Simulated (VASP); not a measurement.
Write the native input for VASP 6.6.1 that does the following.

* Task: single point
* Functional: LDA
* Potentials or basis: VASP PAW LDA potentials, release 64 (Mo_sv)
* Cutoff: 520 eV
* k mesh: 9 × 9 × 8
* Occupations: fermi-dirac, width 0.05 eV
* Spin: no spin polarisation
* Dipole correction: no
* Further INCAR settings: ALGO = Normal; EDIFF = 1e-07; NBANDS = 13

The structure of Mo lies in POSCAR:

```
Mo
1.0
    2.7355100000      0.0000000000      0.0000000000
   -1.3677550000      2.3690210000      0.0000000000
    0.0000000000      0.0000000000      2.5551810000
Mo
1
Direct
    0.0000000000      0.0000000000      0.5000000000
```

One way to write it, as run:

INCAR

```
PREC = Accurate
ENCUT = 520
EDIFF = 1E-7
ISMEAR = -1
SIGMA = 0.05
LREAL = F
LASPH = T
NELM = 80
ALGO = Normal
ISIF = 2
LWAVE = F
LCHARG = F
NBANDS = 13
```

KPOINTS

```
regular mesh
0
Gamma
  9 9 8
```

Potentials or basis: VASP PAW LDA potentials, release 64 (Mo_sv).

Command:

```bash
$ cat potpaw_LDA.64/Mo_sv/POTCAR > POTCAR
$ mpirun -np 1 vasp_std > vasp.out
```

It gave:

The pressure is -6.9 GPa. The band gap on the k mesh is zero (band 7 reaches 12.27 eV, above the bottom of band 8 at 10.55 eV).

Run time: 3.9 s on 1 thread of Intel(R) Xeon(R) 6975P-C (Granite Rapids) (shared host), peak memory 0.12 GiB.
